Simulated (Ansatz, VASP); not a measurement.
## Two plane-wave programs on Ge

INCAR

```
PREC     = Accurate       # precision mode
ENCUT    = 520            # plane-wave cutoff, eV
EDIFF    = 1E-7           # SCF threshold, eV
ISMEAR   = 0              # smearing method
SIGMA    = 0.1            # smearing width, eV
LREAL    = False          # projectors in reciprocal space
LASPH    = True           # aspherical terms in the spheres
NELM     = 80             # most SCF steps
ALGO     = Normal         # electronic algorithm
ISIF     = 2              # what is computed and relaxed
LWAVE    = False          # write WAVECAR
LCHARG   = True           # write CHGCAR
GGA      = PS             # functional
LELF     = True           # ELF
LVHAR    = True         
NBANDS   = 21             # bands
```

The input KPOINTS:

```
Automatic mesh
0
Gamma
  14 14 14
```

Contents of POSCAR:

```
Ge
1.0
    0.0000000000      2.6368133471      2.6368133471
    2.6368133471      0.0000000000      2.6368133471
    2.6368133471      2.6368133471      0.0000000000
Ge
2
Direct
    0.5000000000      0.5000000000      0.5000000000
    0.7500000000      0.7500000000      0.7500000000
```

Input for Ansatz:

```yaml
crystal:
  lattice:
    - [0.0, 2.6368133471, 2.6368133471]
    - [2.6368133471, 0.0, 2.6368133471]
    - [2.6368133471, 2.6368133471, 0.0]
  atoms:
    - { symbol: Ge, position: [0.5, 0.5, 0.5] }
    - { symbol: Ge, position: [0.75, 0.75, 0.75] }
basis:
  ecutwfc: 420
kpoints:
  mp_grid: { grid: [14, 14, 14] }
  band_path: { path: [VBM, CBM], npoints: 2 }
hamiltonian:
  xc: pbesol
scf:
  occupations: { method: gaussian, width: 0.1 }
output:
  forces: true
  stress: true
  eigenvalues: true
checkpoint:
  read: start.run
  write: ck
  compress: false
  write_wavefunctions: false
  write_every: 100000
```

Alike in both runs: task single point; functional PBEsol; k mesh 14 × 14 × 14; occupations gaussian, width 0.1 eV; no spin polarisation.

|  | VASP | Ansatz |
| --- | --- | --- |
| version | VASP 6.6.1 | Ansatz 0.2.0 |
| potentials or method | VASP PAW PBE potentials, release 64 (Ge_d), cutoff 520 eV | scalar-relativistic, plane waves, PAW |
| valence electrons in the cell | 28 | 28 |

Ansatz gave:

| Property | Result |
| --- | --- |
| gap on the k mesh at the Fermi level (eV) | 0.12 |
| least direct gap on the mesh (eV) | 2.04 |
| pressure (GPa) | 25.0 |

What did VASP give for the same quantities?

gap on the k mesh at the Fermi level (eV): 0.13; least direct gap on the mesh (eV): 2.06; pressure (GPa): 24.9.

VASP's potentials were made for PBE, not for PBEsol. The functional is the same, so the differences come from potentials, cutoffs and numerics.
